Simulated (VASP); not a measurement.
Input of a VASP 6.6.1 run:

File INCAR:

```
ALGO = Normal
EDIFF = 1E-6
ENCUT = 520
GGA = PE
ISIF = 2
ISMEAR = -1
LASPH = True
LCHARG = False
LREAL = False
LWAVE = False
NBANDS = 8
NELM = 100
PREC = Accurate
SIGMA = 0.06122561905347299
```

Contents of KPOINTS:

```
k-points
0
Gamma
  40 40 40
```

POSCAR

```
Sb
1.0
   -1.9187179484      1.9187179484      1.9187179484
    1.9187179484     -1.9187179484      1.9187179484
    1.9187179484      1.9187179484     -1.9187179484
Sb
1
Direct
    0.0000000000      0.0000000000      0.0000000000
```

Potentials or basis: VASP PAW PBE potentials, release 64 (Sb).

The run is started by

```console
$ cat potpaw_PBE.64/Sb/POTCAR > POTCAR
$ mpirun -np 1 vasp_std > vasp.out
```

Q: What does it give for the band gap on the k mesh?

A: Zero (an odd number of electrons rules out a gap without spin polarisation).

Q: Estimate the pressure.

A: -2.2 GPa.

Caveat: spin-orbit coupling is left out, which moves the levels of the heavy elements; an odd number of electrons without spin polarisation forces a metal; a magnetic or distorted state may lie lower.
